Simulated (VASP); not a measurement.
Crystal: Cu.

```
CELL_PARAMETERS angstrom
0.00000 1.83788 1.87501
1.83788 0.00000 1.87501
1.83788 1.83788 0.00000
ATOMIC_POSITIONS crystal
Cu 0.00000 0.00000 0.00000
```

| Item | Value |
| --- | --- |
| Program | VASP 6.6.1 |
| Task | relaxation of cell and atoms |
| Functional | PBE |
| Potentials or basis | VASP PAW PBE potentials, release 64 (Cu) |
| Cutoff | 600 eV |
| k mesh | 8 × 8 × 8 |
| Occupations | fermi-dirac, width 0.1 eV |
| Spin | no spin polarisation |

At the start: pressure -5.9 GPa; volume 12.67 Å³/atom.

Where does the relaxation end?

Over 7 steps the energy falls by 12.1 meV/atom and the volume is 12.07 Å³/atom (-4.7 %); space group Fm-3m (No. 225, to 0.1 Å) before and after.

The path:
| step | energy change (eV) | largest force (eV/Å) | pressure (GPa) | volume (Å³) |
| --- | --- | --- | --- | --- |
| 1 | 0.0000 | 0.0000 | -5.87 | 12.67 |
| 2 | -0.0099 | 0.0000 | 2.70 | 11.83 |
| 3 | -0.0118 | 0.0000 | 0.03 | 12.06 |
| 4 | -0.0118 | 0.0000 | -0.09 | 12.07 |
| 5 | -0.0118 | 0.0000 | -0.11 | 12.07 |
| 6 | -0.0120 | 0.0000 | -0.10 | 12.07 |
| 7 | -0.0121 | 0.0000 | -0.07 | 12.07 |

Final structure:
```
Cu
1.0
     0.00000    1.82172    1.81796
     1.82172    0.00000    1.81796
     1.82172    1.82172    0.00000
Cu
1
Direct
  0.00000 0.00000 0.00000
```

Caveat: the k points lie up to 0.37 Å⁻¹ apart in the final cell, too coarse for converged energies and pressures of a metal.
